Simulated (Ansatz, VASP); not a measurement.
**NaLaMnMoO6: VASP and Ansatz over several settings**

```
CELL_PARAMETERS angstrom
5.10934 -0.00669 0.01056
-0.23945 5.68925 0.00703
-0.92899 -2.82542 5.11884
ATOMIC_POSITIONS crystal
Na 0.40776 0.38086 0.07519
La 0.03690 0.66325 0.68598
Mn 0.44271 0.04268 0.40638
Mo 0.90251 0.96387 0.30442
O 0.73627 0.69569 0.99417
O 0.72288 0.91846 0.55299
O 0.70112 0.27368 0.37292
O 0.19224 0.75325 0.36660
O 0.17926 0.03365 0.11672
O 0.20034 0.27462 0.63197
```

Single points on this cell with VASP 6.6.1 and Ansatz 0.2.0. Each row is one pair of runs. Alike in all rows: spin: collinear, ferromagnetic start; k mesh: 6 × 6 × 5; smearing: fermi-dirac, width 0.05 eV; VASP's potentials, cutoff: VASP PAW PBE potentials, release 64 (Na_pv, La, Mn_pv, Mo_sv, O), 520 eV.

```tsv
level	Ansatz's potentials, cutoff	gap on the k mesh at the Fermi level (eV), VASP	gap on the k mesh at the Fermi level (eV), Ansatz	least direct gap on the mesh (eV), VASP	least direct gap on the mesh (eV), Ansatz	pressure (GPa), VASP	pressure (GPa), Ansatz
PBE	Ansatz PAW, 420 eV	0.84	0.86	1.09	1.11	0.2	0.0
PBE	Ansatz NC, 1497 eV	0.84	?	1.09	?	0.2	?
PBE	PseudoDojo standard (PBE files), 1497 eV	0.84	0.81	1.09	1.05	0.2	-0.1
PBE	JTH PAW, 1800 eV	0.84	0.85	1.09	1.10	0.2	0.6
PBE	SPMS NC, 1034 eV	0.84	0.81	1.09	1.05	0.2	0.3
PBE	Ansatz PAW earlier set, 900 eV	0.84	0.86	1.09	1.11	0.2	0.0
```

Task: Fill in what Ansatz gave in row 2.

Result: gap on the k mesh at the Fermi level (eV): 0.83; least direct gap on the mesh (eV): 1.08; pressure (GPa): 0.0.

VASP's potentials hold 81 valence electrons a cell and Ansatz's 85, so a difference there can come from the potentials and not from the codes.

In some rows the two programs ended in different magnetic states.

Neither program's run includes spin-orbit coupling. Noted on Ansatz's runs: odd divisions of the mesh miss points on the zone boundary, where band edges often lie, so the gap on the mesh can be too wide.
